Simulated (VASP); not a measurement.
Set up this calculation in VASP 6.6.1, as the native input.

* Task: single point
* Functional: PBEsol
* Potentials or basis: VASP PAW PBE potentials, release 64 (Pd)
* Cutoff: 500 eV
* k mesh: 10 × 10 × 10
* Occupations: gaussian, width 0.1 eV
* Spin: no spin polarisation
* Dipole correction: no
* Further INCAR settings: ALGO = Normal; EDIFF = 1e-06; NBANDS = 11

The structure of Pd lies in POSCAR:

```
Pd
1.0
    0.0000000000      1.9371353059      1.9371353059
    1.9371353059      0.0000000000      1.9371353059
    1.9371353059      1.9371353059      0.0000000000
Pd
1
Direct
    0.0000000000      0.0000000000      0.0000000000
```

The input as run:

INCAR

```
ALGO = Normal
EDIFF = 1E-6
ENCUT = 500
GGA = PS
GGA_COMPAT = False
ISIF = 2
ISMEAR = 0
LASPH = True
LCHARG = False
LREAL = False
LWAVE = False
NBANDS = 11
NELM = 120
PREC = Accurate
SIGMA = 0.1
```

KPOINTS

```
k-points
0
Gamma
  10 10 10
```

Potentials or basis: VASP PAW PBE potentials, release 64 (Pd).

Run with:

```bash
$ cat potpaw_PBE.64/Pd/POTCAR > POTCAR
$ mpirun -np 1 vasp_std > vasp.out
```

It gave:

```yaml
Pressure: -0.3 GPa
Band_gap_on_the_k_mesh: zero (bands 5 and 6 overlap by 1.61 eV)
```

Caveat: the PAW data sets were made with another functional, which shifts forces and pressure a little.

Run time: 3.2 s on 1 thread of Intel(R) Xeon(R) 6975P-C (Granite Rapids), with other jobs on the host, peak memory 0.12 GiB.
